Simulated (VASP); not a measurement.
# Zr3Sb4 (P-43m) in VASP: further runs, part 2 of 2

VASP 6.6.1. The steps go on from the part before.

### 4 Relaxation of cell and atoms, PBE

This run uses another cell than the first one, of 26.81 Å³/atom.

INCAR

```
  PREC = Accurate
  ENCUT = 600
  EDIFF = 1E-6
  ISMEAR = 0
  SIGMA = 0.1
  LREAL = False
  LASPH = True
  NELM = 100
  ALGO = Normal
  ISIF = 3
  LWAVE = False
  LCHARG = False
  GGA = PE
  IBRION = 2
  NSW = 90
  EDIFFG = -0.04
```

KPOINTS

```
Automatic mesh
0
Gamma
  4 4 4
```

POSCAR

```
Zr3Sb4
1.0
    5.7251568700      0.0000000000      0.0000000000
    0.0000000000      5.7251568700      0.0000000000
    0.0000000000      0.0000000000      5.7251568700
Zr Sb
3 4
Direct
    0.0000000000      0.0000000000      0.5000000000
    0.5000000000      0.0000000000      0.0000000000
    0.0000000000      0.5000000000      0.0000000000
    0.2842946100      0.7157053900      0.2842946100
    0.7157053900      0.2842946100      0.2842946100
    0.2842946100      0.2842946100      0.7157053900
    0.7157053900      0.7157053900      0.7157053900
```

Potentials or basis: VASP PAW PBE potentials, release 64 (Zr_sv, Sb).

On the command line:

```
$ cat potpaw_PBE.64/Zr_sv/POTCAR potpaw_PBE.64/Sb/POTCAR > POTCAR
$ mpirun -np 1 vasp_std > vasp.out
```

OUTCAR:

```text
PREC = Accurate
   ENCUT = 600
   EDIFF = 1E-6
   ISMEAR = 0
   LREAL = False
   LASPH = True
   NELM = 100
   ISIF = 3
   GGA = PE
   IBRION = 2
   NSW = 90
   EDIFFG = -0.04

 ion  position               nearest neighbor table
   1  0.000  0.000  0.500-   4 2.61   5 2.61   6 2.61   7 2.61
   2  0.500  0.000  0.000-   4 2.61   5 2.61   6 2.61   7 2.61
   3  0.000  0.500  0.000-   4 2.61   5 2.61   6 2.61   7 2.61
   4  0.284  0.716  0.284-   1 2.61   2 2.61   3 2.61   5 3.49   6 3.49   7 3.49
   5  0.716  0.284  0.284-   1 2.61   2 2.61   3 2.61   4 3.49   6 3.49   7 3.49
   6  0.284  0.284  0.716-   1 2.61   2 2.61   3 2.61   4 3.49   5 3.49   7 3.49
   7  0.716  0.716  0.716-   1 2.61   2 2.61   3 2.61   4 3.49   5 3.49   6 3.49

  LATTYP: Found a simple cubic cell.
 ALAT       =     5.7251568700

  Lattice vectors:

 A1 = (   5.7251568700,   0.0000000000,   0.0000000000)
 A2 = (   0.0000000000,   5.7251568700,   0.0000000000)
 A3 = (   0.0000000000,   0.0000000000,   5.7251568700)

Analysis of symmetry for initial positions (statically):
=====================================================================
 Subroutine PRICEL returns:
 Original cell was already a primitive cell.

 Routine SETGRP: Setting up the symmetry group for a
 simple cubic supercell.

 Subroutine GETGRP returns: Found 24 space group operations
 (whereof 24 operations were pure point group operations)
 out of a pool of 48 trial point group operations.

The static configuration has the point symmetry T_d .

Analysis of symmetry for dynamics (positions and initial velocities):
=====================================================================
 Subroutine PRICEL returns:
 Original cell was already a primitive cell.

 Routine SETGRP: Setting up the symmetry group for a
 simple cubic supercell.

 Subroutine GETGRP returns: Found 24 space group operations
 (whereof 24 operations were pure point group operations)
 out of a pool of 48 trial point group operations.

The dynamic configuration has the point symmetry T_d .

 Subroutine INISYM returns: Found 24 space group operations
 (whereof 24 operations are pure point group operations),
 and found     1 'primitive' translations

----------------------------------------------------------------------------------------

                                     Primitive cell

  volume of cell :     187.6559

  direct lattice vectors                    reciprocal lattice vectors
     5.725156870  0.000000000  0.000000000     0.174667703  0.000000000  0.000000000
     0.000000000  5.725156870  0.000000000     0.000000000  0.174667703  0.000000000
     0.000000000  0.000000000  5.725156870     0.000000000  0.000000000  0.174667703

  length of vectors
     5.725156870  5.725156870  5.725156870     0.174667703  0.174667703  0.174667703

  position of ions in fractional coordinates (direct lattice)
     0.000000000  0.000000000  0.500000000
     0.500000000  0.000000000  0.000000000
     0.000000000  0.500000000  0.000000000
     0.284294610  0.715705390  0.284294610
     0.715705390  0.284294610  0.284294610
     0.284294610  0.284294610  0.715705390
     0.715705390  0.715705390  0.715705390

  ion indices of the primitive-cell ions
   primitive index   ion index
                 1           1
                 2           2
                 3           3
                 4           4
                 5           5
                 6           6
                 7           7

----------------------------------------------------------------------------------------

 KPOINTS: Automatic mesh

Automatic generation of k-mesh.
 Grid dimensions read from file:
 generate k-points for:    4    4    4

 Generating k-lattice:

  Cartesian coordinates                     Fractional coordinates (reciprocal lattice)
     0.043666926  0.000000000  0.000000000     0.250000000  0.000000000  0.000000000
     0.000000000  0.043666926  0.000000000     0.000000000  0.250000000  0.000000000
     0.000000000  0.000000000  0.043666926     0.000000000  0.000000000  0.250000000

  Length of vectors
     0.043666926  0.043666926  0.043666926

  Shift w.r.t. Gamma in fractional coordinates (k-lattice)
     0.000000000  0.000000000  0.000000000

 Subroutine IBZKPT returns following result:
 ===========================================

 Found     10 irreducible k-points:

 Following reciprocal coordinates:
            Coordinates               Weight
  0.000000  0.000000  0.000000      1.000000
  0.250000  0.000000  0.000000      6.000000
  0.500000  0.000000  0.000000      3.000000
  0.250000  0.250000  0.000000     12.000000
  0.500000  0.250000  0.000000     12.000000
  0.500000  0.500000  0.000000      3.000000
  0.250000  0.250000  0.250000      8.000000
  0.500000  0.250000  0.250000     12.000000
  0.500000  0.500000  0.250000      6.000000
  0.500000  0.500000  0.500000      1.000000
   k-points           NKPTS =     10   k-points in BZ     NKDIM =     10   number of bands    NBANDS=     33
   number of dos      NEDOS =    301   number of ions     NIONS =      7
   total plane-waves  NPLWV = 110592
   dimension x,y,z NGX =    48 NGY =   48 NGZ =   48
   dimension x,y,z NGXF=    96 NGYF=   96 NGZF=   96
   ions per type =               3   4
   NGX,Y,Z   is equivalent  to a cutoff of  13.94, 13.94, 13.94 a.u.
   NGXF,Y,Z  is equivalent  to a cutoff of  27.88, 27.88, 27.88 a.u.
 SYSTEM =  unknown system
   PREC   = accura    normal or accurate (medium, high low for compatibility)
   ISTART =      0    job   : 0-new  1-cont  2-samecut
   ICHARG =      2    charge: 1-file 2-atom 10-const
   ISPIN  =      1    spin polarized calculation?
   LNONCOLLINEAR =      F non collinear calculations
   LSORBIT =      F    spin-orbit coupling
   LASPH  =      T    aspherical Exc in radial PAW
   ENCUT  =  600.0 eV  44.10 Ry    6.64 a.u.  11.43 11.43 11.43*2*pi/ulx,y,z
   NELM   =    100;   NELMIN=  2; NELMDL= -5     # of ELM steps
   EDIFF  = 0.1E-05   stopping-criterion for ELM
   LREAL  =      F    real-space projection
   EDIFFG = -.4E-01   stopping-criterion for IOM
   NSW    =     90    number of steps for IOM
   IBRION =      2    ionic relax: 0-MD 1-quasi-New 2-CG
   NFREE  =      1    steps in history (QN), initial steepest desc. (CG)
   ISIF   =      3    stress and relaxation
   ISYM   =      2    0-nonsym 1-usesym 2-fastsym
   POTIM  = 0.5000    time-step for ionic-motion
   TEBEG  =    0.0;   TEEND  =   0.0 temperature during run
   PSTRESS=    0.0 pullay stress
   NELECT =      56.0000    total number of electrons
   NUPDOWN=      -1.0000    fix difference up-down
   EMIN   =  10.00;   EMAX   =-10.00  energy-range for DOS
   EFERMI =   0.00;   METHOD = LEGACY
   ISMEAR =     0;   SIGMA  =   0.10  broadening in eV -4-tet -1-fermi 0-gaus
   EFERMI_NEDOS =   21; number of points for ismear=-14 and -15
   IALGO  =     38    algorithm
   IMIX   =      4    mixing-type and parameters
     AMIX     =   0.40;   BMIX     =  1.00
     AMIX_MAG =   1.60;   BMIX_MAG =  1.00
  volume/ion in A,a.u.               =      26.81       180.91
  Fermi-wavevector in a.u.,A,eV,Ry     =   1.093999  2.067358 16.283902  1.196833
  Thomas-Fermi vector in A             =   2.230295
   LORBIT       =      0    0 simple, 1 ext, 2 COOP (PROOUT), +10 PAW based schemes
   GGA     = PE    functional components
   LHFCALC =     F    Hartree Fock is set to
   AEXX    =    0.0000 exact exchange contribution
   IVDW    =     0    specifies the selected vdW correction
   LEPSILON=     F    determine dielectric tensor
   LRPA    =     F    only Hartree local field effects (RPA)
 conjugate gradient relaxation of ions
 non-spin polarized calculation
 Gauss-broadening in eV      SIGMA  =   0.10
  energy-cutoff  :      600.00
  volume of cell :      187.66
 maximum number of plane-waves:      6302
 NGX is ok and might be reduce to    48
   NGX = 23   NGY = 23   NGZ = 23

--------------------------------------- Ionic step        1  -------------------------------------------

 number of electron      56.0000000 magnetization

 Free energy of the ion-electron system (eV)
  ---------------------------------------------------
  ext. energy  EPLUGINS =         0.00000000
  ---------------------------------------------------
  free energy    TOTEN  =       -38.54191272 eV

  energy without entropy =      -38.54052965  energy(sigma->0) =      -38.54122119

 E-fermi :   7.3368     XC(G=0): -10.0176

 val. band max:        7.1840207554   @ k =   0.0000   0.0000   0.0000
 cond. band min:       7.4827221690   @ k =   0.2500   0.0000   0.0000
 fundamental gap:      0.2987014135
 Fermi energy:         7.3367503624

 k-point     1 :       0.0000    0.0000    0.0000
  band No.  band energies     occupation
      1     -41.3378      2.00000
      2     -41.3262      2.00000
      3     -41.3262      2.00000
      4     -19.5698      2.00000
      5     -19.5698      2.00000
      6     -19.5698      2.00000
[... 1000 lines left out ...]
  energy  without entropy=      -41.3220285006  energy(sigma->0) =      -41.32202872

--------------------------------------- Ionic step        8  -------------------------------------------

 number of electron      55.9999997 magnetization

 Free energy of the ion-electron system (eV)
  ---------------------------------------------------
  ext. energy  EPLUGINS =         0.00000000
  ---------------------------------------------------
  free energy    TOTEN  =       -41.35651270 eV

  energy without entropy =      -41.35651262  energy(sigma->0) =      -41.35651266

 E-fermi :   4.5093     XC(G=0):  -8.7584

 val. band max:        4.1556687910   @ k =   0.2500   0.2500   0.0000
 cond. band min:       4.8534816803   @ k =   0.2500   0.0000   0.0000
 fundamental gap:      0.6978128893
 Fermi energy:         4.5092704239

 k-point     1 :       0.0000    0.0000    0.0000
  band No.  band energies     occupation
      1     -44.9256      2.00000
      2     -44.9234      2.00000
      3     -44.9234      2.00000
      4     -22.9703      2.00000
      5     -22.9703      2.00000
      6     -22.9703      2.00000
[... 383 lines left out ...]
  FREE ENERGIE OF THE ION-ELECTRON SYSTEM (eV)
  ---------------------------------------------------
  free  energy   TOTEN  =       -41.3565126994 eV

  energy  without entropy=      -41.3565126205  energy(sigma->0) =      -41.35651266

 reached required accuracy - stopping structural energy minimisation
```

Run time: 5.5 min. Hardware: 1 thread of Intel Xeon 6975P-C (Granite Rapids), shared host; peak memory 0.36 GiB.

What came out:

```yaml
Free_energy: -41.3565 eV
Relaxed_volume: 35.67 Å³/atom
Relaxed_cell: a = 6.297 Å, b = 6.297 Å, c = 6.297 Å, α = 90.00°, β = 90.00°, γ = 90.00°
Space_group_after_relaxing_to_0.1_Å: P-43m (No. 215)
Energy_gained_by_relaxing: 402.1 meV/atom
Ionic_steps: 8
Pressure_after_relaxing: -0.1 GPa
Band_gap_on_the_k_mesh: 0.70 eV (least direct gap 0.78 eV)
```

Forces on the atoms (eV/Å):
```
Zr   0.000  0.000  0.000
Zr   0.000  0.000  0.000
Zr   0.000  0.000  0.000
Sb   0.001 -0.001  0.001
Sb  -0.001  0.001  0.001
Sb   0.001  0.001 -0.001
Sb  -0.001 -0.001 -0.001
```

Step by step:
```csv
step,energy change (eV),largest force (eV/Å),pressure (GPa),volume (Å³)
1,0.0000,2.0204,20.87,187.66
2,-0.4728,1.6553,-8.03,299.38
3,-2.6959,0.4553,-0.31,236.53
4,-2.6994,0.4061,0.07,234.95
5,-2.6995,0.3732,0.32,233.94
6,-2.7252,0.3195,0.26,235.48
7,-2.7801,0.1836,0.13,240.15
8,-2.8146,0.0024,-0.05,249.67
```

Final structure:
```
CELL_PARAMETERS angstrom
6.29682 0.00000 0.00000
0.00000 6.29682 0.00000
0.00000 0.00000 6.29682
ATOMIC_POSITIONS crystal
Zr 0.00000 0.00000 0.50000
Zr 0.50000 0.00000 0.00000
Zr 0.00000 0.50000 0.00000
Sb 0.27419 0.72581 0.27419
Sb 0.72581 0.27419 0.27419
Sb 0.27419 0.27419 0.72581
Sb 0.72581 0.72581 0.72581
```

Caveat: the volume moved by over 15 % at a fixed basis, so the end points are rough; semilocal functionals underestimate gaps, and a narrow one can read as zero; spin-orbit coupling is left out, which moves the levels of the heavy elements.
